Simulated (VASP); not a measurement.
# ZnAg2 (Fd-3m) in VASP: a series of runs

ZnAg2 is run at these levels: PBE; tasks: single point.

Program: VASP 6.6.1. These are calculated values, not measurements. Logs are shortened: lines on timing, memory, paths and dates and some standing lists are left out, and cuts for length are marked.

### Step 1. The cell of the first run

Symmetry: Fd-3m, No. 227, cubic system. Conventional cell: a = 7.542 Å, b = 7.542 Å, c = 7.542 Å, α = 90.00°, β = 90.00°, γ = 90.00°. Within 4.1 Å of Zn (site symmetry -43m) lie 12 Ag at 3.13 Å and 4 Zn at 3.27 Å. Within 3.5 Å of Ag (site symmetry -3m) lie 6 Ag at 2.67 Å and 6 Zn at 3.13 Å.

### Step 2. Single point, PBE

Input file INCAR:

```
ALGO = Normal
EDIFF = 1E-6
ENCUT = 520
GGA = PE
ISIF = 2
ISMEAR = 0
LASPH = True
LCHARG = False
LREAL = False
LWAVE = False
NBANDS = 43
NELM = 60
PREC = Accurate
SIGMA = 0.1
```

Input file KPOINTS:

```
k-points
0
Gamma
  4 4 4
```

Input file POSCAR:

```
ZnAg2
1.0
    0.0000000000      3.7712277004      3.7712277004
    3.7712277004      0.0000000000      3.7712277004
    3.7712277004      3.7712277004      0.0000000000
Zn Ag
2 4
Direct
    0.0000000000      0.0000000000      0.0000000000
    0.2500000000      0.2500000000      0.2500000000
    0.6250000000      0.6250000000      0.6250000000
    0.1250000000      0.6250000000      0.6250000000
    0.6250000000      0.6250000000      0.1250000000
    0.6250000000      0.1250000000      0.6250000000
```

Potentials or basis: VASP PAW PBE potentials, release 64 (Zn, Ag).

The run is started by

```bash
> cat potpaw_PBE.64/Zn/POTCAR potpaw_PBE.64/Ag/POTCAR > POTCAR
> mpirun -np 1 vasp_std > vasp.out
```

OUTCAR:

```text
EDIFF = 1E-6
   ENCUT = 520
   GGA = PE
   ISIF = 2
   ISMEAR = 0
   LASPH = True
   LREAL = False
   NELM = 60
   PREC = Accurate

 ion  position               nearest neighbor table
   1  0.000  0.000  0.000-   3 3.13   5 3.13   6 3.13   3 3.13   4 3.13   5 3.13   3 3.13   4 3.13
                             5 3.13   6 3.13   6 3.13   4 3.13
   2  0.250  0.250  0.250-   4 3.13   5 3.13   6 3.13   3 3.13   3 3.13   4 3.13   5 3.13   3 3.13
                             5 3.13   6 3.13   4 3.13   6 3.13
   3  0.625  0.625  0.625-   4 2.67   5 2.67   6 2.67   5 2.67   6 2.67   4 2.67   1 3.13   2 3.13
                             1 3.13   2 3.13   1 3.13   2 3.13
   4  0.125  0.625  0.625-   3 2.67   5 2.67   6 2.67   3 2.67   5 2.67   6 2.67   2 3.13   2 3.13
                             1 3.13   1 3.13   2 3.13   1 3.13
   5  0.625  0.625  0.125-   3 2.67   3 2.67   4 2.67   6 2.67   6 2.67   4 2.67   1 3.13   2 3.13
                             1 3.13   2 3.13   1 3.13   2 3.13
   6  0.625  0.125  0.625-   3 2.67   5 2.67   3 2.67   4 2.67   5 2.67   4 2.67   2 3.13   1 3.13
                             1 3.13   2 3.13   2 3.13   1 3.13

  LATTYP: Found a face centered cubic cell.
 ALAT       =     7.5424554008

  Lattice vectors:

 A1 = (   0.0000000000,   3.7712277004,   3.7712277004)
 A2 = (   3.7712277004,   0.0000000000,   3.7712277004)
 A3 = (   3.7712277004,   3.7712277004,   0.0000000000)

Analysis of symmetry for initial positions (statically):
=====================================================================
 Subroutine PRICEL returns:
 Original cell was already a primitive cell.

 Routine SETGRP: Setting up the symmetry group for a
 face centered cubic supercell.

 Subroutine GETGRP returns: Found 48 space group operations
 (whereof 24 operations were pure point group operations)
 out of a pool of 48 trial point group operations.

The static configuration has the point symmetry T_d .
 The point group associated with its full space group is O_h .

Analysis of symmetry for dynamics (positions and initial velocities):
=====================================================================
 Subroutine PRICEL returns:
 Original cell was already a primitive cell.

 Routine SETGRP: Setting up the symmetry group for a
 face centered cubic supercell.

 Subroutine GETGRP returns: Found 48 space group operations
 (whereof 24 operations were pure point group operations)
 out of a pool of 48 trial point group operations.

The dynamic configuration has the point symmetry T_d .
 The point group associated with its full space group is O_h .

 Subroutine INISYM returns: Found 48 space group operations
 (whereof 24 operations are pure point group operations),
 and found     1 'primitive' translations

----------------------------------------------------------------------------------------

                                     Primitive cell

  volume of cell :     107.2700

  direct lattice vectors                    reciprocal lattice vectors
     0.000000000  3.771227700  3.771227700    -0.132582819  0.132582819  0.132582819
     3.771227700  0.000000000  3.771227700     0.132582819 -0.132582819  0.132582819
     3.771227700  3.771227700  0.000000000     0.132582819  0.132582819 -0.132582819

  length of vectors
     5.333321361  5.333321361  5.333321361     0.229640179  0.229640179  0.229640179

  position of ions in fractional coordinates (direct lattice)
     0.000000000  0.000000000  0.000000000
     0.250000000  0.250000000  0.250000000
     0.625000000  0.625000000  0.625000000
     0.125000000  0.625000000  0.625000000
     0.625000000  0.625000000  0.125000000
     0.625000000  0.125000000  0.625000000

  ion indices of the primitive-cell ions
   primitive index   ion index
                 1           1
                 2           2
                 3           3
                 4           4
                 5           5
                 6           6

----------------------------------------------------------------------------------------

 KPOINTS: k-points

Automatic generation of k-mesh.
 Grid dimensions read from file:
 generate k-points for:    4    4    4

 Generating k-lattice:

  Cartesian coordinates                     Fractional coordinates (reciprocal lattice)
    -0.033145705  0.033145705  0.033145705     0.250000000  0.000000000  0.000000000
     0.033145705 -0.033145705  0.033145705     0.000000000  0.250000000  0.000000000
     0.033145705  0.033145705 -0.033145705     0.000000000  0.000000000  0.250000000

  Length of vectors
     0.057410045  0.057410045  0.057410045

  Shift w.r.t. Gamma in fractional coordinates (k-lattice)
     0.000000000  0.000000000  0.000000000

 Subroutine IBZKPT returns following result:
 ===========================================

 Found      8 irreducible k-points:

 Following reciprocal coordinates:
            Coordinates               Weight
  0.000000  0.000000  0.000000      1.000000
  0.250000  0.000000  0.000000      8.000000
  0.500000  0.000000  0.000000      4.000000
  0.250000  0.250000  0.000000      6.000000
  0.500000  0.250000  0.000000     24.000000
 -0.250000  0.250000  0.000000     12.000000
  0.500000  0.500000  0.000000      3.000000
 -0.250000  0.500000  0.250000      6.000000
   k-points           NKPTS =      8   k-points in BZ     NKDIM =      8   number of bands    NBANDS=     43
   number of dos      NEDOS =    301   number of ions     NIONS =      6
   total plane-waves  NPLWV =  64000
   dimension x,y,z NGX =    40 NGY =   40 NGZ =   40
   dimension x,y,z NGXF=    80 NGYF=   80 NGZF=   80
   ions per type =               2   4
   NGX,Y,Z   is equivalent  to a cutoff of  12.47, 12.47, 12.47 a.u.
   NGXF,Y,Z  is equivalent  to a cutoff of  24.94, 24.94, 24.94 a.u.
 SYSTEM =  unknown system
   PREC   = accura    normal or accurate (medium, high low for compatibility)
   ISTART =      0    job   : 0-new  1-cont  2-samecut
   ICHARG =      2    charge: 1-file 2-atom 10-const
   ISPIN  =      1    spin polarized calculation?
   LNONCOLLINEAR =      F non collinear calculations
   LSORBIT =      F    spin-orbit coupling
   LASPH  =      T    aspherical Exc in radial PAW
   ENCUT  =  520.0 eV  38.22 Ry    6.18 a.u.   9.92  9.92  9.92*2*pi/ulx,y,z
   NELM   =     60;   NELMIN=  2; NELMDL= -5     # of ELM steps
   EDIFF  = 0.1E-05   stopping-criterion for ELM
   LREAL  =      F    real-space projection
   EDIFFG = 0.1E-04   stopping-criterion for IOM
   NSW    =      0    number of steps for IOM
   IBRION =     -1    ionic relax: 0-MD 1-quasi-New 2-CG
   NFREE  =      0    steps in history (QN), initial steepest desc. (CG)
   ISIF   =      2    stress and relaxation
   ISYM   =      2    0-nonsym 1-usesym 2-fastsym
   POTIM  = 0.5000    time-step for ionic-motion
   TEBEG  =    0.0;   TEEND  =   0.0 temperature during run
   PSTRESS=    0.0 pullay stress
   NELECT =      68.0000    total number of electrons
   NUPDOWN=      -1.0000    fix difference up-down
   EMIN   =  10.00;   EMAX   =-10.00  energy-range for DOS
   EFERMI =   0.00;   METHOD = LEGACY
   ISMEAR =     0;   SIGMA  =   0.10  broadening in eV -4-tet -1-fermi 0-gaus
   EFERMI_NEDOS =   21; number of points for ismear=-14 and -15
   IALGO  =     38    algorithm
   IMIX   =      4    mixing-type and parameters
     AMIX     =   0.40;   BMIX     =  1.00
     AMIX_MAG =   1.60;   BMIX_MAG =  1.00
  volume/ion in A,a.u.               =      17.88       120.65
  Fermi-wavevector in a.u.,A,eV,Ry     =   1.406323  2.657565 26.908842  1.977744
  Thomas-Fermi vector in A             =   2.528695
   LORBIT       =      0    0 simple, 1 ext, 2 COOP (PROOUT), +10 PAW based schemes
   GGA     = PE    functional components
   LHFCALC =     F    Hartree Fock is set to
   AEXX    =    0.0000 exact exchange contribution
   IVDW    =     0    specifies the selected vdW correction
   LEPSILON=     F    determine dielectric tensor
   LRPA    =     F    only Hartree local field effects (RPA)
 non-spin polarized calculation
 Gauss-broadening in eV      SIGMA  =   0.10
  energy-cutoff  :      520.00
  volume of cell :      107.27
 maximum number of plane-waves:      2894
   NGX = 19   NGY = 19   NGZ = 19

 number of electron      67.9999991 magnetization

 Free energy of the ion-electron system (eV)
  ---------------------------------------------------
  ext. energy  EPLUGINS =         0.00000000
  ---------------------------------------------------
  free energy    TOTEN  =       -11.52710704 eV

  energy without entropy =      -11.48379789  energy(sigma->0) =      -11.50545246

 E-fermi :   5.8694     XC(G=0): -11.4840

 val. band max:        5.8321571973   @ k =   0.2500   0.2500   0.0000
 cond. band min:       5.8888915587   @ k =   0.2500   0.0000   0.0000
 fundamental gap:      0.0567343614
 Fermi energy:         5.8694283096

 k-point     1 :       0.0000    0.0000    0.0000
  band No.  band energies     occupation
      1      -2.2758      2.00000
      2      -1.3904      2.00000
      3      -1.1263      2.00000
      4      -1.1263      2.00000
      5      -1.1263      2.00000
      6      -1.0408      2.00000
[... 35 lines left out ...]
     42      10.1281      0.00000
     43      12.4471      0.00000

 k-point     2 :       0.2500    0.0000    0.0000
  band No.  band energies     occupation
      1      -1.7929      2.00000
      2      -1.1354      2.00000
      3      -1.1266      2.00000
      4      -1.1266      2.00000
      5      -1.0628      2.00000
      6      -1.0153      2.00000
[... 35 lines left out ...]
     42      12.0253      0.00000
     43      14.4578      0.00000

 k-point     3 :       0.5000    0.0000    0.0000
  band No.  band energies     occupation
      1      -1.3018      2.00000
      2      -1.0962      2.00000
      3      -1.0962      2.00000
      4      -1.0432      2.00000
      5      -1.0432      2.00000
      6      -1.0276      2.00000
[... 183 lines left out ...]
      6      -0.9787      2.00000
[... 35 lines left out ...]
     42      13.5276      0.00000
     43      14.0437      0.00000

 k-point     8 :      -0.2500    0.5000    0.2500
  band No.  band energies     occupation
      1      -1.1395      2.00000
      2      -1.1395      2.00000
      3      -1.0699      2.00000
      4      -1.0699      2.00000
      5      -1.0111      2.00000
      6      -1.0111      2.00000
[... 35 lines left out ...]
     42      13.5928      0.00000
     43      14.1830      0.00000

------------------------ aborting loop because EDIFF is reached ----------------------------------------

  FORCE on cell =-STRESS in cart. coord.  units (eV):
  Direction    XX          YY          ZZ          XY          YZ          ZX
  --------------------------------------------------------------------------------------
  -------------------------------------------------------------------------------------
  Total        4.2130218      4.2130218      4.2130218     -0.0000000      0.0000000      0.0000000
  in kB       62.9254063     62.9254063     62.9254063     -0.0000000      0.0000000      0.0000000
  external PRESSURE =      62.9254063 kB  Pullay stress =       0.0000000 kB

 VOLUME and BASIS-vectors are now :
 -----------------------------------------------------------------------------
  energy-cutoff  :      520.00
  volume of cell :      107.27
      direct lattice vectors                 reciprocal lattice vectors
     0.000000000  3.771227700  3.771227700    -0.132582819  0.132582819  0.132582819
     3.771227700  0.000000000  3.771227700     0.132582819 -0.132582819  0.132582819
     3.771227700  3.771227700  0.000000000     0.132582819  0.132582819 -0.132582819

 POSITION                                       TOTAL-FORCE (eV/Angst)
 -----------------------------------------------------------------------------------
      0.00000      0.00000      0.00000         0.000000      0.000000      0.000000
      1.88561      1.88561      1.88561        -0.000000     -0.000000     -0.000000
      4.71403      4.71403      4.71403         0.000000     -0.000000     -0.000000
      4.71403      2.82842      2.82842         0.000000     -0.000000     -0.000000
      2.82842      2.82842      4.71403         0.000000     -0.000000     -0.000000
      2.82842      4.71403      2.82842         0.000000     -0.000000     -0.000000
 -----------------------------------------------------------------------------------
    total drift:                                0.000000      0.000000      0.000000

  FREE ENERGIE OF THE ION-ELECTRON SYSTEM (eV)
  ---------------------------------------------------
  free  energy   TOTEN  =       -11.5271070367 eV

  energy  without entropy=      -11.4837978924  energy(sigma->0) =      -11.50545246
```

Run time: 91 s. Hardware: 1 thread of Oxide Virtual Turin-like, shared host; peak memory 0.21 GiB.

What came out:

- Free energy: -11.5271 eV
- Pressure: 6.3 GPa
- Band gap on the k mesh: zero (bands 34 and 35 overlap by 1.17 eV)

Levels at points of the mesh, in eV from the Fermi level:
```
           k point  band 30  band 31  band 32  band 33  band 34  band 35  band 36  band 37
(0.00, 0.00, 0.00)    -2.30    -2.30    -0.46     0.74     0.74     0.74     2.15     2.19
(0.50, 0.00, 0.00)    -3.47    -3.47    -2.30     0.28     0.62     0.62     0.72     2.63
(0.50, 0.50, 0.00)    -3.61    -3.52    -3.52    -1.04    -1.04    -0.34    -0.34     6.20
```

Caveat: the k points lie up to 0.36 Å⁻¹ apart, too coarse for converged energies and pressures of a metal.

### Step 3. Single point, PBE

This run uses another cell than the first one, of 19.44 Å³/atom.

Input file INCAR:

```
ALGO = Normal ; EDIFF = 1E-6
ENCUT = 520 ; GGA = PE
ISIF = 2 ; ISMEAR = 0
LASPH = True ; LCHARG = False
LREAL = False ; LWAVE = False
NBANDS = 43 ; NELM = 80
PREC = Accurate ; SIGMA = 0.1
```

KPOINTS is that of step 2.

POSCAR, as its differences from that of step 2:

```diff
@@ -2,5 +2,5 @@
 1.0
-    0.0000000000      3.7712277004      3.7712277004
-    3.7712277004      0.0000000000      3.7712277004
-    3.7712277004      3.7712277004      0.0000000000
+    0.0000000000      3.8780875109      3.8780875109
+    3.8780875109      0.0000000000      3.8780875109
+    3.8780875109      3.8780875109      0.0000000000
 Zn Ag
```

Potentials or basis: VASP PAW PBE potentials, release 64 (Zn, Ag).

The run is started by

```bash
> cat potpaw_PBE.64/Zn/POTCAR potpaw_PBE.64/Ag/POTCAR > POTCAR
> mpirun -np 1 vasp_std > vasp.out
```

It took 73 s on 1 thread of Oxide Virtual Turin-like, shared host; peak memory 0.22 GiB.

The run converged. Its results:

- Free energy: -11.6911 eV
- Pressure: -0.2 GPa
- Band gap on the k mesh: zero (bands 34 and 35 overlap by 1.23 eV)

Levels at points of the mesh, in eV from the Fermi level:
```
           k point  band 30  band 31  band 32  band 33  band 34  band 35  band 36  band 37  band 38  band 39
(0.00, 0.00, 0.00)    -2.37    -2.37    -0.46     0.87     0.87     0.87     1.76     2.02     3.12     3.12
(0.50, 0.00, 0.00)    -3.38    -3.38    -2.37     0.23     0.47     0.71     0.71     2.42     2.42     4.86
(0.50, 0.50, 0.00)    -3.50    -3.43    -3.43    -1.08    -1.08    -0.33    -0.33     5.78     5.78     7.16
```

### Step 4. Single point, PBE

This run uses another cell than the first one, of 19.29 Å³/atom.

Input file INCAR:

```
PREC = Accurate
ENCUT = 520
EDIFF = 1E-6
ISMEAR = 0
SIGMA = 0.1
LREAL = F
LASPH = T
NELM = 60
ALGO = Fast
ISIF = 2
LWAVE = F
LCHARG = F
GGA = PE
NBANDS = 43
```

Input file KPOINTS:

```
regular mesh
0
Gamma
  8 8 8
```

Input file POSCAR:

```
ZnAg2
1.0
    0.0000000000      3.8682992528      3.8682992528
    3.8682992528      0.0000000000      3.8682992528
    3.8682992528      3.8682992528      0.0000000000
Zn Ag
2 4
Direct
    0.5000000000      0.5000000000      0.5000000000
    0.7500000000      0.7500000000      0.7500000000
    0.1250000000      0.1250000000      0.1250000000
    0.6250000000      0.1250000000      0.1250000000
    0.1250000000      0.1250000000      0.6250000000
    0.1250000000      0.6250000000      0.1250000000
```

The run is started by

```bash
> cat potpaw_PBE.64/Zn/POTCAR potpaw_PBE.64/Ag/POTCAR > POTCAR
> mpirun -np 1 vasp_std > vasp.out
```

Wall time 7.1 min (1 thread of Oxide Virtual Turin-like, shared host); peak memory 0.28 GiB.

The run converged. Its results:

- Free energy: -11.9433 eV
- Pressure: -0.1 GPa
- Band gap on the k mesh: zero (bands 34 and 35 overlap by 1.23 eV)

Levels at points of the mesh, in eV from the Fermi level:
| k point | band 32 | band 33 | band 34 | band 35 | band 36 | band 37 |
| --- | --- | --- | --- | --- | --- | --- |
| (0.00, 0.00, 0.00) | -0.60 | 0.72 | 0.72 | 0.72 | 1.66 | 1.91 |
| (0.50, 0.00, 0.00) | -2.48 | 0.11 | 0.35 | 0.57 | 0.57 | 2.31 |
| (0.50, 0.50, 0.00) | -3.56 | -1.21 | -1.21 | -0.46 | -0.46 | 5.68 |

### Step 5. Summary

```csv
cell,k mesh,gap on the mesh (eV),pressure (GPa)
"a = 5.333 Å, angles 60.0°, 6 atoms",4 × 4 × 4,none,6.3
"a = 5.484 Å, angles 60.0°, 6 atoms",4 × 4 × 4,none,-0.2
"a = 5.471 Å, angles 60.0°, 6 atoms",8 × 8 × 8,none,-0.1
```

Alike in all rows: task single point; level PBE; potentials or basis VASP PAW PBE potentials, release 64 (Zn, Ag); no spin polarisation; cutoff (eV) 520; smearing gaussian 0.1 eV.

Caveats: some runs use coarse meshes.

Total energies depend on the potentials used, so only differences within one code and one set of settings carry meaning.

The gap in the log of VASP goes by the Fermi energy; the results here count the filled bands.